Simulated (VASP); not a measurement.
# Au (Fm-3m) in VASP: further runs

Au is run at these levels: PBE; tasks: single point.

Everything below comes from runs of VASP 6.6.1. Logs are shortened: lines on timing, memory, paths and dates and some standing lists are left out, and cuts for length are marked.

### Step 1. The cell of the first run

Symmetry: Fm-3m, No. 225, cubic system. Conventional cell: a = 4.070 Å, b = 4.070 Å, c = 4.070 Å, α = 90.00°, β = 90.00°, γ = 90.00°. Within 3.8 Å of Au (site symmetry m-3m) lie 12 Au at 2.88 Å.

### Step 2. Single point, PBE

File INCAR:

```
ALGO     = Fast           # electronic algorithm
EDIFF    = 1E-7           # SCF threshold, eV
ENCUT    = 520            # plane-wave cutoff, eV
GGA      = PE             # functional
ISIF     = 2              # what is computed and relaxed
ISMEAR   = 0              # smearing method
LASPH    = True           # aspherical terms in the spheres
LCHARG   = False          # write CHGCAR
LREAL    = False          # projectors in reciprocal space
LWAVE    = False          # write WAVECAR
NBANDS   = 12             # bands
NELM     = 80             # most SCF steps
PREC     = Accurate       # precision mode
SIGMA    = 0.1            # smearing width, eV
```

File KPOINTS:

```
k-points
0
Gamma
  18 18 18
```

File POSCAR:

```
Au
1.0
    0.0000000000      2.0350000000      2.0350000000
    2.0350000000      0.0000000000      2.0350000000
    2.0350000000      2.0350000000      0.0000000000
Au
1
Direct
    0.0000000000      0.0000000000      0.0000000000
```

Potentials or basis: VASP PAW PBE potentials, release 64 (Au).

Started as:

```console
$ cat potpaw_PBE.64/Au/POTCAR > POTCAR
$ mpirun -np 1 vasp_std > vasp.out
```

OUTCAR:

```text
EDIFF = 1E-7
   ENCUT = 520
   GGA = PE
   ISIF = 2
   ISMEAR = 0
   LASPH = True
   LREAL = False
   NELM = 80
   PREC = Accurate

 ion  position               nearest neighbor table
   1  0.000  0.000  0.000-

  LATTYP: Found a face centered cubic cell.
 ALAT       =     4.0700000000

  Lattice vectors:

 A1 = (   0.0000000000,   2.0350000000,   2.0350000000)
 A2 = (   2.0350000000,   0.0000000000,   2.0350000000)
 A3 = (   2.0350000000,   2.0350000000,   0.0000000000)

Analysis of symmetry for initial positions (statically):
=====================================================================
 Subroutine PRICEL returns:
 Original cell was already a primitive cell.

 Routine SETGRP: Setting up the symmetry group for a
 face centered cubic supercell.

 Subroutine GETGRP returns: Found 48 space group operations
 (whereof 48 operations were pure point group operations)
 out of a pool of 48 trial point group operations.

The static configuration has the point symmetry O_h .

Analysis of symmetry for dynamics (positions and initial velocities):
=====================================================================
 Subroutine PRICEL returns:
 Original cell was already a primitive cell.

 Routine SETGRP: Setting up the symmetry group for a
 face centered cubic supercell.

 Subroutine GETGRP returns: Found 48 space group operations
 (whereof 48 operations were pure point group operations)
 out of a pool of 48 trial point group operations.

The dynamic configuration has the point symmetry O_h .

 Subroutine INISYM returns: Found 48 space group operations
 (whereof 48 operations are pure point group operations),
 and found     1 'primitive' translations

----------------------------------------------------------------------------------------

                                     Primitive cell

  volume of cell :      16.8548

  direct lattice vectors                    reciprocal lattice vectors
     0.000000000  2.035000000  2.035000000    -0.245700246  0.245700246  0.245700246
     2.035000000  0.000000000  2.035000000     0.245700246 -0.245700246  0.245700246
     2.035000000  2.035000000  0.000000000     0.245700246  0.245700246 -0.245700246

  length of vectors
     2.877924599  2.877924599  2.877924599     0.425565309  0.425565309  0.425565309

  position of ions in fractional coordinates (direct lattice)
     0.000000000  0.000000000  0.000000000

  ion indices of the primitive-cell ions
   primitive index   ion index
                 1           1

----------------------------------------------------------------------------------------

 KPOINTS: k-points

Automatic generation of k-mesh.
 Grid dimensions read from file:
 generate k-points for:   18   18   18

 Generating k-lattice:

  Cartesian coordinates                     Fractional coordinates (reciprocal lattice)
    -0.013650014  0.013650014  0.013650014     0.055555556  0.000000000  0.000000000
     0.013650014 -0.013650014  0.013650014     0.000000000  0.055555556  0.000000000
     0.013650014  0.013650014 -0.013650014     0.000000000  0.000000000  0.055555556

  Length of vectors
     0.023642517  0.023642517  0.023642517

  Shift w.r.t. Gamma in fractional coordinates (k-lattice)
     0.000000000  0.000000000  0.000000000

 Subroutine IBZKPT returns following result:
 ===========================================

 Found    195 irreducible k-points:

 Following reciprocal coordinates:
            Coordinates               Weight
  0.000000  0.000000  0.000000      1.000000
  0.055556  0.000000  0.000000      8.000000
  0.111111  0.000000  0.000000      8.000000
  0.166667  0.000000  0.000000      8.000000
  0.222222  0.000000  0.000000      8.000000
  0.277778  0.000000  0.000000      8.000000
[... 16 lines left out ...]
 -0.277778  0.055556  0.000000     24.000000
 -0.222222  0.055556  0.000000     24.000000
 [... further k-points ...]
   k-points           NKPTS =    195   k-points in BZ     NKDIM =    195   number of bands    NBANDS=     12
   number of dos      NEDOS =    301   number of ions     NIONS =      1
   total plane-waves  NPLWV =  13824
   dimension x,y,z NGX =    24 NGY =   24 NGZ =   24
   dimension x,y,z NGXF=    48 NGYF=   48 NGZF=   48
   ions per type =               1
   NGX,Y,Z   is equivalent  to a cutoff of  13.86, 13.86, 13.86 a.u.
   NGXF,Y,Z  is equivalent  to a cutoff of  27.73, 27.73, 27.73 a.u.
 SYSTEM =  unknown system
   PREC   = accura    normal or accurate (medium, high low for compatibility)
   ISTART =      0    job   : 0-new  1-cont  2-samecut
   ICHARG =      2    charge: 1-file 2-atom 10-const
   ISPIN  =      1    spin polarized calculation?
   LNONCOLLINEAR =      F non collinear calculations
   LSORBIT =      F    spin-orbit coupling
   LASPH  =      T    aspherical Exc in radial PAW
   ENCUT  =  520.0 eV  38.22 Ry    6.18 a.u.   5.35  5.35  5.35*2*pi/ulx,y,z
   NELM   =     80;   NELMIN=  2; NELMDL= -5     # of ELM steps
   EDIFF  = 0.1E-06   stopping-criterion for ELM
   LREAL  =      F    real-space projection
   EDIFFG = 0.1E-05   stopping-criterion for IOM
   NSW    =      0    number of steps for IOM
   IBRION =     -1    ionic relax: 0-MD 1-quasi-New 2-CG
   NFREE  =      0    steps in history (QN), initial steepest desc. (CG)
   ISIF   =      2    stress and relaxation
   ISYM   =      2    0-nonsym 1-usesym 2-fastsym
   POTIM  = 0.5000    time-step for ionic-motion
   TEBEG  =    0.0;   TEEND  =   0.0 temperature during run
   PSTRESS=    0.0 pullay stress
   NELECT =      11.0000    total number of electrons
   NUPDOWN=      -1.0000    fix difference up-down
   EMIN   =  10.00;   EMAX   =-10.00  energy-range for DOS
   EFERMI =   0.00;   METHOD = LEGACY
   ISMEAR =     0;   SIGMA  =   0.10  broadening in eV -4-tet -1-fermi 0-gaus
   EFERMI_NEDOS =   21; number of points for ismear=-14 and -15
   IALGO  =     68    algorithm
   IMIX   =      4    mixing-type and parameters
     AMIX     =   0.40;   BMIX     =  1.00
     AMIX_MAG =   1.60;   BMIX_MAG =  1.00
  volume/ion in A,a.u.               =      16.85       113.74
  Fermi-wavevector in a.u.,A,eV,Ry     =   1.420032  2.683470 27.436005  2.016489
  Thomas-Fermi vector in A             =   2.540990
   LORBIT       =      0    0 simple, 1 ext, 2 COOP (PROOUT), +10 PAW based schemes
   GGA     = PE    functional components
   LHFCALC =     F    Hartree Fock is set to
   AEXX    =    0.0000 exact exchange contribution
   IVDW    =     0    specifies the selected vdW correction
   LEPSILON=     F    determine dielectric tensor
   LRPA    =     F    only Hartree local field effects (RPA)
 non-spin polarized calculation
 RMM-DIIS sequential band-by-band and
 Gauss-broadening in eV      SIGMA  =   0.10
  energy-cutoff  :      520.00
  volume of cell :       16.85
 maximum number of plane-waves:       467
 NGX is ok and might be reduce to    24
   NGX = 11   NGY = 11   NGZ = 11

 number of electron      10.9999999 magnetization

 Free energy of the ion-electron system (eV)
  ---------------------------------------------------
  ext. energy  EPLUGINS =         0.00000000
  ---------------------------------------------------
  free energy    TOTEN  =        -3.18802006 eV

  energy without entropy =       -3.18663643  energy(sigma->0) =       -3.18732824

 E-fermi :   9.6453     XC(G=0): -12.7828

 val. band max:        9.6430388497   @ k =   0.5000   0.1667   0.0556
 cond. band min:       9.6496645121   @ k =   0.5000   0.2778   0.1111
 fundamental gap:      0.0066256623
 Fermi energy:         9.6452605492

 k-point     1 :       0.0000    0.0000    0.0000
  band No.  band energies     occupation
      1      -0.3133      2.00000
      2       4.9088      2.00000
      3       4.9088      2.00000
      4       4.9088      2.00000
      5       6.4535      2.00000
      6       6.4535      2.00000
      7      24.1660      0.00000
      8      28.2305      0.00000
      9      28.2305      0.00000
     10      28.2305      0.00000
     11      33.1692      0.00000
     12      37.9343      0.00000

 k-point     2 :       0.0556    0.0000    0.0000
  band No.  band energies     occupation
      1      -0.2043      2.00000
      2       4.8724      2.00000
      3       4.9469      2.00000
      4       4.9469      2.00000
      5       6.4358      2.00000
      6       6.4358      2.00000
      7      24.2984      0.00000
      8      27.5183      0.00000
      9      28.3634      0.00000
     10      28.3634      0.00000
     11      33.7933      0.00000
     12      36.5672      0.00000

 k-point     3 :       0.1111    0.0000    0.0000
  band No.  band energies     occupation
      1       0.1142      2.00000
      2       4.7797      2.00000
      3       5.0464      2.00000
      4       5.0464      2.00000
      5       6.3997      2.00000
      6       6.3997      2.00000
      7      24.6061      0.00000
      8      26.0407      0.00000
      9      28.7402      0.00000
     10      28.7402      0.00000
     11      33.6010      0.00000
     12      35.9240      0.00000
[... 286 lines left out ...]
 k-point    23 :      -0.2778    0.0556    0.0000
  band No.  band energies     occupation
      1       1.9932      2.00000
      2       4.9494      2.00000
      3       5.1697      2.00000
      4       5.1811      2.00000
      5       6.6440      2.00000
      6       7.1862      2.00000
      7      19.1309      0.00000
      8      24.8960      0.00000
      9      27.7178      0.00000
     10      30.3637      0.00000
     11      31.3273      0.00000
     12      32.8455      0.00000

 k-point    24 :      -0.2222    0.0556    0.0000
  band No.  band energies     occupation
      1       1.4984      2.00000
      2       4.6362      2.00000
      3       5.2184      2.00000
      4       5.2569      2.00000
      5       6.3556      2.00000
      6       6.8476      2.00000
      7      21.3231      0.00000
      8      25.2920      0.00000
      9      28.3215      0.00000
     10      30.5483      0.00000
     11      31.2145      0.00000
     12      32.6301      0.00000

 [... further k-points ...]
[... 5 lines left out ...]
  --------------------------------------------------------------------------------------
  -------------------------------------------------------------------------------------
  Total        1.1238205      1.1238205      1.1238205      0.0000000      0.0000000      0.0000000
  in kB      106.8278042    106.8278042    106.8278042      0.0000000      0.0000000      0.0000000
  external PRESSURE =     106.8278042 kB  Pullay stress =       0.0000000 kB

 VOLUME and BASIS-vectors are now :
 -----------------------------------------------------------------------------
  energy-cutoff  :      520.00
  volume of cell :       16.85
      direct lattice vectors                 reciprocal lattice vectors
     0.000000000  2.035000000  2.035000000    -0.245700246  0.245700246  0.245700246
     2.035000000  0.000000000  2.035000000     0.245700246 -0.245700246  0.245700246
     2.035000000  2.035000000  0.000000000     0.245700246  0.245700246 -0.245700246

 POSITION                                       TOTAL-FORCE (eV/Angst)
 -----------------------------------------------------------------------------------
      0.00000      0.00000      0.00000        -0.000000      0.000000     -0.000000
 -----------------------------------------------------------------------------------
    total drift:                               -0.000000      0.000000     -0.000000

  FREE ENERGIE OF THE ION-ELECTRON SYSTEM (eV)
  ---------------------------------------------------
  free  energy   TOTEN  =        -3.1880200597 eV

  energy  without entropy=       -3.1866364259  energy(sigma->0) =       -3.18732824
```

Wall time 13 s (1 thread of Intel Xeon 6975P-C (Granite Rapids), shared host); peak memory 0.16 GiB.

What came out:

```yaml
Free_energy: -3.1880 eV
Pressure: 10.7 GPa
```

Caveat: spin-orbit coupling is left out, which moves the levels of the heavy elements.

(Continued in part 2 of 2.)
